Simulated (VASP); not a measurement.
Input of a VASP 6.6.1 run:

Contents of INCAR:

```
PREC = Accurate ; ENCUT = 520
EDIFF = 1E-7 ; ISMEAR = 0
SIGMA = 0.05 ; LREAL = False
LASPH = True ; NELM = 80
ALGO = Normal ; ISIF = 2
LWAVE = False ; LCHARG = False
GGA = PE ; NBANDS = 15
```

KPOINTS

```
Automatic mesh
0
Gamma
  10 10 10
```

POSCAR

```
RbBr
1.0
    0.0000000000      3.4270000000      3.4270000000
    3.4270000000      0.0000000000      3.4270000000
    3.4270000000      3.4270000000      0.0000000000
Rb Br
1 1
Direct
    0.0000000000      0.0000000000      0.0000000000
    0.5000000000      0.5000000000      0.5000000000
```

Potentials or basis: VASP PAW PBE potentials, release 64 (Rb_sv, Br).

Launch:

```console
$ cat potpaw_PBE.64/Rb_sv/POTCAR potpaw_PBE.64/Br/POTCAR > POTCAR
$ mpirun -np 1 vasp_std > vasp.out
```

Question: Predict the band gap on the k mesh.

Answer: 4.36 eV, direct.

Question: Estimate the pressure.

Answer: 1.0 GPa.

A k mesh can miss the band edges. As with any semilocal functional, this PBE gap is likely too small.
